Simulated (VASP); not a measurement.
The system is Si3Mo.

```xyz
4
Lattice="4.5333 0.0000 0.0000 0.0000 4.5333 0.0000 0.0000 0.0000 3.1859" Properties=species:S:1:pos:R:3 pbc="T T T"
Si    2.2667    2.2667    0.0000
Si    2.2667    0.0000    1.5930
Si    0.0000    2.2667    1.5930
Mo    0.0000    0.0000    0.0000
```

| Quantity | Value |
| --- | --- |
| Program | VASP 6.6.1 |
| Task | relaxation of cell and atoms |
| Functional | PBE |
| Potentials or basis | VASP PAW PBE potentials, release 64 (Si, Mo_sv) |
| Cutoff | 600 eV |
| k mesh | 4 × 4 × 6 |
| Occupations | gaussian, width 0.1 eV |
| Spin | no spin polarisation |

At the start: pressure -16.1 GPa; volume 16.37 Å³/atom.

Where does the relaxation end?

Over 9 steps the energy falls by 150.1 meV/atom and the volume is 13.99 Å³/atom (-14.5 %); space group P4/mmm (No. 123, to 0.05 Å).

The path:
| step | energy change (eV) | largest force (eV/Å) | pressure (GPa) | volume (Å³) |
| --- | --- | --- | --- | --- |
| 1 | 0.0000 | 0.0000 | -16.12 | 65.47 |
| 2 | -0.2729 | 0.0000 | 18.53 | 51.07 |
| 3 | -0.5397 | 0.0000 | 0.11 | 56.32 |
| 4 | -0.5396 | 0.0000 | 0.59 | 56.15 |
| 5 | -0.5839 | 0.0000 | 0.56 | 55.90 |
| 6 | -0.5992 | 0.0000 | 0.86 | 55.66 |
| 7 | -0.5994 | 0.0000 | 0.90 | 55.63 |
| 8 | -0.5991 | 0.0000 | -1.00 | 56.33 |
| 9 | -0.6003 | 0.0000 | 0.00 | 55.96 |

Final structure:
```yaml
crystal:
  lattice:
    - [4.20782, 0.00000, 0.00000]
    - [0.00000, 4.20782, 0.00000]
    - [0.00000, 0.00000, 3.16034]
  atoms:
    - { symbol: Si, position: [0.50000, 0.50000, 0.00000] }
    - { symbol: Si, position: [0.50000, 0.00000, 0.50000] }
    - { symbol: Si, position: [0.00000, 0.50000, 0.50000] }
    - { symbol: Mo, position: [0.00000, 0.00000, 0.00000] }
```
